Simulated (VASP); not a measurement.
Runs of VASP 6.6.1 on Si. The structure is that of space group Fd-3m (No. 227), or close to it. The cells are those of the table. 

```tsv
task	level	cell	cutoff (eV)	gap on the mesh (eV)	pressure (GPa)
electric field gradients	r2SCAN	a = 3.840 Å, angles 60.0°, 2 atoms	440	0.77	0.5
single point	PBE	a = 3.762 Å, angles 60.0°, 2 atoms	500	(b)	8.8
single point	PBE	a = 3.891 Å, angles 60.0°, 2 atoms	500	0.64	-1.6
electric field gradients	PBEsol	a = 3.840 Å, angles 60.0°, 2 atoms	400	0.46	(a)
single point	PBE	a = 3.915 Å, angles 60.0°, 2 atoms	500	0.68	(c)
```

Alike in all rows: potentials or basis VASP PAW PBE potentials, release 64 (Si); no spin polarisation; k mesh 14 × 14 × 14; smearing fermi-dirac 0.02 eV.

Q: Estimate the missing entries.

A: (a) 0.3; (b) 0.45; (c) -3.1.

Caveats: semilocal functionals underestimate gaps, and a narrow one can read as zero; the PAW data sets were made with another functional, which shifts forces and pressure a little (at least some runs); the cell stands under pressure (at least some runs); the cell stands under tension (at least some runs).

A k mesh can miss the band edges.
